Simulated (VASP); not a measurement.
Input of a VASP 6.6.1 run:

The input INCAR:

```
PREC = Accurate
ENCUT = 520
EDIFF = 1E-6
ISMEAR = 0
SIGMA = 0.3
LREAL = False
LASPH = True
NELM = 60
ALGO = Normal
ISIF = 2
LWAVE = False
LCHARG = True
GGA = PE
LELF = True
LVHAR = True
NBANDS = 32
```

Contents of KPOINTS:

```
Automatic mesh
0
Gamma
  10 10 6
```

The input POSCAR:

```
Lu
1.0
    3.5070808964      0.0000000000      0.0000000000
   -1.7535404482      3.0372211494      0.0000000000
    0.0000000000      0.0000000000      5.4772888711
Lu
2
Direct
    0.3333333333      0.6666666667      0.2500000000
    0.6666666667      0.3333333333      0.7500000000
```

Potentials or basis: VASP PAW PBE potentials, release 64 (Lu).

Command:

```console
$ cat potpaw_PBE.64/Lu/POTCAR > POTCAR
$ mpirun -np 1 vasp_std > vasp.out
```

(1) Predict the band gap on the k mesh.

(2) Predict the pressure.

Results:

(1) zero (band 25 reaches 3.43 eV, above the bottom of band 26 at 1.60 eV).

(2) 0.4 GPa.

Caveat: spin-orbit coupling is left out, which moves the levels of the heavy elements.
